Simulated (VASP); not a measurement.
# H4CO in VASP: single point with r2SCAN+D3(BJ)

Aim: the single point of H4CO with r2SCAN+D3(BJ).

Program: VASP 6.6.1. These are calculated values, not measurements. Logs are shortened: lines on timing, memory, paths and dates and some standing lists are left out, and cuts for length are marked.

### 1 The cell of the first run

The cell holds a disordered packing, 36 atoms: a = 8.055 Å, b = 8.055 Å, c = 8.055 Å, α = 90.00°, β = 90.00°, γ = 90.00°.

### 2 Single point, r2SCAN+D3(BJ)

Input file POSCAR:

```
H4CO
1.0
    8.0548320000      0.0000000000      0.0000000000
    0.0000000000      8.0548320000      0.0000000000
    0.0000000000      0.0000000000      8.0548320000
C O H
6 6 24
Direct
    0.7451128394      0.6043539937      0.2091968537
    0.1273041787      0.8268155093      0.7386844983
    0.3543785481      0.2753593300      0.4709764028
    0.5383636675      0.1611054165     -0.0196799470
    0.6289214812      0.5920184716      0.7093493141
    0.2657259813      0.8300280295      0.2960542361
    0.6111273298      0.5515245556      0.3136004563
    0.0571515639      0.7134078334      0.6224402871
    0.3142559151      0.2480540048      0.2992350531
    0.5664183906      0.0660144681      0.1257675435
    0.7627361277      0.5243329144      0.6145730316
    0.2912730177      0.6667673951      0.3613000581
    0.7367333776      0.5393454472      0.0903119283
    0.6625565110      0.5274814855      0.4209972607
    0.7398859126      0.7382605740      0.1879090533
    0.8638820766      0.5723083507      0.2663495119
    0.0272285631      0.9018878402      0.7901200362
    0.1441056689      0.6797302753      0.5454328440
    0.1898585620      0.7621543452      0.8408105131
    0.2165637617      0.9101828389      0.6790004833
    0.2931206218      0.1780150064      0.5430062318
    0.3226352559      0.3556722561      0.2471894783
    0.4892329337      0.2696272443      0.4898918757
    0.3078793897      0.3958333191      0.5130841503
    0.6313987616      0.1250248084     -0.1114952801
    0.4853538702      0.1071181713      0.2053309524
    0.4141591820      0.1383481178     -0.0711590456
    0.5509147850      0.2947192046      0.0044463855
    0.5289933212      0.5008103529      0.7073321709
    0.8584527641      0.5977811348      0.6238953508
    0.6651739312      0.6132429626      0.8380920738
    0.5829643591      0.7079225575      0.6552942819
    0.1340978458      0.8588559685      0.3072431444
    0.4085708292      0.6378293220      0.3456929645
    0.3359147948      0.9222617883      0.3669831936
    0.3028656805      0.8385587064      0.1657500533
```

Input file INCAR.step1:

```
ALGO     = Normal         # electronic algorithm
EDIFF    = 1E-5           # SCF threshold, eV
ENCUT    = 1100           # plane-wave cutoff, eV
GGA      = PE             # functional
GGA_COMPAT= F            
ISMEAR   = -1             # smearing method
LASPH    = T              # aspherical terms in the spheres
LCHARG   = F              # write CHGCAR
LREAL    = Auto         
LWAVE    = T              # write WAVECAR
NBANDS   = 66             # bands
NELM     = 120            # most SCF steps
PREC     = Accurate       # precision mode
SIGMA    = 0.02           # smearing width, eV
```

Input file INCAR.step2:

```
ALGO     = Normal         # electronic algorithm
EDIFF    = 1E-6           # SCF threshold, eV
ENCUT    = 1100           # plane-wave cutoff, eV
GGA_COMPAT= F            
ISIF     = 2              # what is computed and relaxed
ISMEAR   = -1             # smearing method
ISTART   = 1            
IVDW     = 12             # dispersion correction
LASPH    = T              # aspherical terms in the spheres
LCHARG   = T              # write CHGCAR
LELF     = T              # ELF
LMIXTAU  = T            
LREAL    = Auto         
LVHAR    = T            
LWAVE    = F              # write WAVECAR
METAGGA  = R2SCAN         # meta-GGA
NBANDS   = 66             # bands
NELM     = 120            # most SCF steps
PREC     = Accurate       # precision mode
SIGMA    = 0.02           # smearing width, eV
VDW_A1   = 0.49484001   
VDW_A2   = 5.73083694   
VDW_S6   = 1.0          
VDW_S8   = 0.78981345
```

Input file KPOINTS:

```
k-points
0
Gamma
  1 1 1
```

Potentials or basis: VASP PAW PBE potentials, release 64 (C_h, O_h, H_h).

Started as:

```sh
$ cat potpaw_PBE.64/C_h/POTCAR potpaw_PBE.64/O_h/POTCAR potpaw_PBE.64/H_h/POTCAR > POTCAR
$ cp INCAR.step1 INCAR
$ mpirun -np 1 vasp_gam > vasp.out
$ cp INCAR.step2 INCAR
$ mpirun -np 1 vasp_gam > vasp.out
```

OUTCAR:

```text
EDIFF = 1E-6
   ENCUT = 1100
   ISIF = 2
   ISMEAR = -1
   ISTART = 1
   IVDW = 12
   LASPH = T
   LREAL = Auto
   METAGGA = R2SCAN
   NELM = 120
   PREC = Accurate
 IVDW          = 12

 ion  position               nearest neighbor table
   1  0.745  0.604  0.209-  16 1.09  15 1.09  13 1.09   7 1.43
   2  0.127  0.827  0.739-  17 1.09  20 1.09  19 1.10   8 1.42
   3  0.354  0.275  0.471-  21 1.09  24 1.09  23 1.10   9 1.44
   4  0.538  0.161  0.980-  25 1.09  28 1.10  27 1.10  10 1.42
   5  0.629  0.592  0.709-  29 1.09  31 1.09  32 1.09  11 1.43
   6  0.266  0.830  0.296-  33 1.09  36 1.09  35 1.09  12 1.43
   7  0.611  0.552  0.314-  14 0.98   1 1.43
   8  0.057  0.713  0.622-  18 0.97   2 1.42
   9  0.314  0.248  0.299-  22 0.97   3 1.44
  10  0.566  0.066  0.126-  26 0.97   4 1.42
  11  0.763  0.524  0.615-  30 0.97   5 1.43
  12  0.291  0.667  0.361-  34 0.98   6 1.43
  13  0.737  0.539  0.090-   1 1.09
  14  0.663  0.527  0.421-   7 0.98
  15  0.740  0.738  0.188-   1 1.09
  16  0.864  0.572  0.266-   1 1.09
  17  0.027  0.902  0.790-   2 1.09
  18  0.144  0.680  0.545-   8 0.97
[... 16 lines left out ...]
  35  0.336  0.922  0.367-   6 1.09
  36  0.303  0.839  0.166-   6 1.09

  LATTYP: Found a simple cubic cell.
 ALAT       =     8.0548320000

  Lattice vectors:

 A1 = (   8.0548320000,   0.0000000000,   0.0000000000)
 A2 = (   0.0000000000,   8.0548320000,   0.0000000000)
 A3 = (   0.0000000000,   0.0000000000,   8.0548320000)

Analysis of symmetry for initial positions (statically):
=====================================================================
 Subroutine PRICEL returns:
 Original cell was already a primitive cell.

 Routine SETGRP: Setting up the symmetry group for a
 simple cubic supercell.

 Subroutine GETGRP returns: Found  1 space group operations
 (whereof  1 operations were pure point group operations)
 out of a pool of 48 trial point group operations.

The static configuration has the point symmetry C_1 .

Analysis of symmetry for dynamics (positions and initial velocities):
=====================================================================
 Subroutine PRICEL returns:
 Original cell was already a primitive cell.

 Routine SETGRP: Setting up the symmetry group for a
 simple cubic supercell.

 Subroutine GETGRP returns: Found  1 space group operations
 (whereof  1 operations were pure point group operations)
 out of a pool of 48 trial point group operations.

The dynamic configuration has the point symmetry C_1 .

 Subroutine INISYM returns: Found  1 space group operations
 (whereof  1 operations are pure point group operations),
 and found     1 'primitive' translations

----------------------------------------------------------------------------------------

                                     Primitive cell

  volume of cell :     522.6001

  direct lattice vectors                    reciprocal lattice vectors
     8.054832000  0.000000000  0.000000000     0.124149082  0.000000000  0.000000000
     0.000000000  8.054832000  0.000000000     0.000000000  0.124149082  0.000000000
     0.000000000  0.000000000  8.054832000     0.000000000  0.000000000  0.124149082

  length of vectors
     8.054832000  8.054832000  8.054832000     0.124149082  0.124149082  0.124149082

  position of ions in fractional coordinates (direct lattice)
     0.745112839  0.604353994  0.209196854
     0.127304179  0.826815509  0.738684498
     0.354378548  0.275359330  0.470976403
     0.538363668  0.161105416  0.980320053
     0.628921481  0.592018472  0.709349314
     0.265725981  0.830028029  0.296054236
[... 28 lines left out ...]
     0.335914795  0.922261788  0.366983194
     0.302865680  0.838558706  0.165750053

  ion indices of the primitive-cell ions
   primitive index   ion index
                 1           1
                 2           2
                 3           3
                 4           4
                 5           5
                 6           6
[... 28 lines left out ...]
                35          35
                36          36

----------------------------------------------------------------------------------------

 KPOINTS: k-points

Automatic generation of k-mesh.
 Grid dimensions read from file:
 generate k-points for:    1    1    1

 Generating k-lattice:

  Cartesian coordinates                     Fractional coordinates (reciprocal lattice)
     0.124149082  0.000000000  0.000000000     1.000000000  0.000000000  0.000000000
     0.000000000  0.124149082  0.000000000     0.000000000  1.000000000  0.000000000
     0.000000000  0.000000000  0.124149082     0.000000000  0.000000000  1.000000000

  Length of vectors
     0.124149082  0.124149082  0.124149082

  Shift w.r.t. Gamma in fractional coordinates (k-lattice)
     0.000000000  0.000000000  0.000000000

 Subroutine IBZKPT returns following result:
 ===========================================

 Found      1 irreducible k-points:

 Following reciprocal coordinates:
            Coordinates               Weight
  0.000000  0.000000  0.000000      1.000000
   k-points           NKPTS =      1   k-points in BZ     NKDIM =      1   number of bands    NBANDS=     66
   number of dos      NEDOS =    301   number of ions     NIONS =     36
   total plane-waves  NPLWV = 729000
   dimension x,y,z NGX =    90 NGY =   90 NGZ =   90
   dimension x,y,z NGXF=   180 NGYF=  180 NGZF=  180
   ions per type =               6   6  24
   NGX,Y,Z   is equivalent  to a cutoff of  18.58, 18.58, 18.58 a.u.
   NGXF,Y,Z  is equivalent  to a cutoff of  37.15, 37.15, 37.15 a.u.
 SYSTEM =  unknown system
   PREC   = accura    normal or accurate (medium, high low for compatibility)
   ISTART =      1    job   : 0-new  1-cont  2-samecut
   ICHARG =      0    charge: 1-file 2-atom 10-const
   ISPIN  =      1    spin polarized calculation?
   LNONCOLLINEAR =      F non collinear calculations
   LSORBIT =      F    spin-orbit coupling
   LASPH  =      T    aspherical Exc in radial PAW
   ENCUT  = 1100.0 eV  80.85 Ry    8.99 a.u.  21.78 21.78 21.78*2*pi/ulx,y,z
   NELM   =    120;   NELMIN=  2; NELMDL=  0     # of ELM steps
   EDIFF  = 0.1E-05   stopping-criterion for ELM
   LREAL  =      T    real-space projection
   EDIFFG = 0.1E-04   stopping-criterion for IOM
   NSW    =      0    number of steps for IOM
[... 5 lines left out ...]
   TEBEG  =    0.0;   TEEND  =   0.0 temperature during run
   PSTRESS=    0.0 pullay stress
   NELECT =      84.0000    total number of electrons
   NUPDOWN=      -1.0000    fix difference up-down
   EMIN   =  10.00;   EMAX   =-10.00  energy-range for DOS
   EFERMI =   0.00;   METHOD = LEGACY
   ISMEAR =    -1;   SIGMA  =   0.02  broadening in eV -4-tet -1-fermi 0-gaus
   EFERMI_NEDOS =   21; number of points for ismear=-14 and -15
   IALGO  =     38    algorithm
   IMIX   =      4    mixing-type and parameters
     AMIX     =   0.40;   BMIX     =  1.00
     AMIX_MAG =   1.60;   BMIX_MAG =  1.00
  volume/ion in A,a.u.               =      14.52        97.96
  Fermi-wavevector in a.u.,A,eV,Ry     =   0.890112  1.682068 10.779893  0.792300
  Thomas-Fermi vector in A             =   2.011761
   LORBIT       =      0    0 simple, 1 ext, 2 COOP (PROOUT), +10 PAW based schemes
   METAGGA = R2SCAN    functional components
   LHFCALC =     F    Hartree Fock is set to
   AEXX    =    0.0000 exact exchange contribution
   IVDW    =    12    specifies the selected vdW correction
   LEPSILON=     F    determine dielectric tensor
   LRPA    =     F    only Hartree local field effects (RPA)
 non-spin polarized calculation
  energy-cutoff  :     1100.00
  volume of cell :      522.60
 maximum number of plane-waves:     21694
 NGX is ok and might be reduce to    90
   NGX = 43   NGY = 43   NGZ = 43

 number of electron      83.9999999 magnetization

 Free energy of the ion-electron system (eV)
  ---------------------------------------------------
  ext. energy  EPLUGINS =         0.00000000
  ---------------------------------------------------
  free energy    TOTEN  =      -195.34476945 eV

  energy without entropy =     -195.34476945  energy(sigma->0) =     -195.34476945

 E-fermi :  -3.3148     XC(G=0):  -5.2566

 val. band max:       -3.8484324552   @ k =   0.0000   0.0000   0.0000
 cond. band min:       1.4986003169   @ k =   0.0000   0.0000   0.0000
 fundamental gap:      5.3470327721
 Fermi energy:        -3.3147793180

 k-point     1 :       0.0000    0.0000    0.0000
  band No.  band energies     occupation
      1     -24.8300      2.00000
      2     -24.7076      2.00000
      3     -24.5874      2.00000
      4     -24.4695      2.00000
      5     -24.1897      2.00000
      6     -23.9589      2.00000
[... 46 lines left out ...]
     53       4.7067      0.00000
     54       4.7355      0.00000
 [bands above 54 left out]

------------------------ aborting loop because EDIFF is reached ----------------------------------------

 Edisp (eV)   -0.46588

 E8    (eV) :    -0.0720

  FORCE on cell =-STRESS in cart. coord.  units (eV):
  Direction    XX          YY          ZZ          XY          YZ          ZX
  --------------------------------------------------------------------------------------
  -------------------------------------------------------------------------------------
  Total      -2.70963    -1.95437    -1.32935     0.28151    -0.58017     0.34332
  in kB      -8.30714    -5.99168    -4.07549     0.86304    -1.77866     1.05255
  external pressure =       -6.12 kB  Pullay stress =        0.00 kB

 VOLUME and BASIS-vectors are now :
 -----------------------------------------------------------------------------
  energy-cutoff  :     1100.00
  volume of cell :      522.60
      direct lattice vectors                 reciprocal lattice vectors
     8.054832000  0.000000000  0.000000000     0.124149082  0.000000000  0.000000000
     0.000000000  8.054832000  0.000000000     0.000000000  0.124149082  0.000000000
     0.000000000  0.000000000  8.054832000     0.000000000  0.000000000  0.124149082

 POSITION                                       TOTAL-FORCE (eV/Angst)
 -----------------------------------------------------------------------------------
      6.00176      4.86797      1.68505        -0.087337     -0.032763     -0.023057
      1.02541      6.65986      5.94998         0.006005     -0.028115      0.005847
      2.85446      2.21797      3.79364        -0.031414     -0.089454     -0.064365
      4.33643      1.29768      7.89631         0.068585     -0.064453      0.042960
      5.06586      4.76861      5.71369         0.103884     -0.094170     -0.106835
      2.14038      6.68574      2.38467         0.032618     -0.036119     -0.012972
[... 28 lines left out ...]
      2.70574      7.42866      2.95599         0.012669     -0.005818     -0.035051
      2.43953      6.75445      1.33509        -0.000965     -0.015076      0.066527
 -----------------------------------------------------------------------------------
    total drift:                                0.001984     -0.003002      0.001182

  FREE ENERGIE OF THE ION-ELECTRON SYSTEM (eV)
  ---------------------------------------------------
  free  energy   TOTEN  =      -195.8106527633 eV

  energy  without entropy=     -195.8106527633  energy(sigma->0) =     -195.81065276
```

It took 15 min on 1 thread of Intel Xeon Platinum 8259CL at 2.50GHz (Skylake/Cascade Lake), shared host; peak memory 1.5 GiB.

What came out:

* Free energy: -195.8107 eV
* Pressure: -0.6 GPa
* Largest force: 0.361 eV/Å
* Band gap on the k mesh: 5.35 eV
* Dispersion energy per atom: -0.013 eV

Forces in eV/Å, atoms in the order of the input:
```
C   -0.087 -0.033 -0.023
C    0.006 -0.028  0.006
C   -0.031 -0.089 -0.064
C    0.069 -0.064  0.043
C    0.104 -0.094 -0.107
C    0.033 -0.036 -0.013
O    0.015  0.017 -0.100
O    0.070  0.052  0.014
O    0.065  0.204  0.290
O   -0.122  0.110 -0.023
O   -0.243  0.016  0.047
O   -0.091  0.038  0.026
H   -0.012  0.027  0.058
H    0.039  0.025  0.133
H   -0.022 -0.008 -0.004
H    0.006  0.031  0.001
H   -0.011 -0.034 -0.008
H    0.000 -0.062 -0.055
H   -0.024 -0.009 -0.061
H   -0.055 -0.058 -0.006
H    0.102  0.061 -0.070
H    0.016 -0.043 -0.071
H   -0.133 -0.009  0.048
H    0.017 -0.130 -0.047
H   -0.072  0.038  0.044
H    0.062  0.003 -0.062
H    0.038  0.014 -0.049
H    0.024 -0.036 -0.031
H   -0.001  0.031  0.023
H    0.156  0.022 -0.022
H    0.010  0.046  0.037
H   -0.003  0.037  0.022
H    0.016 -0.022 -0.015
H    0.048  0.005  0.007
H    0.013 -0.006 -0.035
H   -0.001 -0.015  0.067
```

Caveat: the k points lie up to 0.78 Å⁻¹ apart; the PAW data sets were made with another functional, which shifts forces and pressure a little.
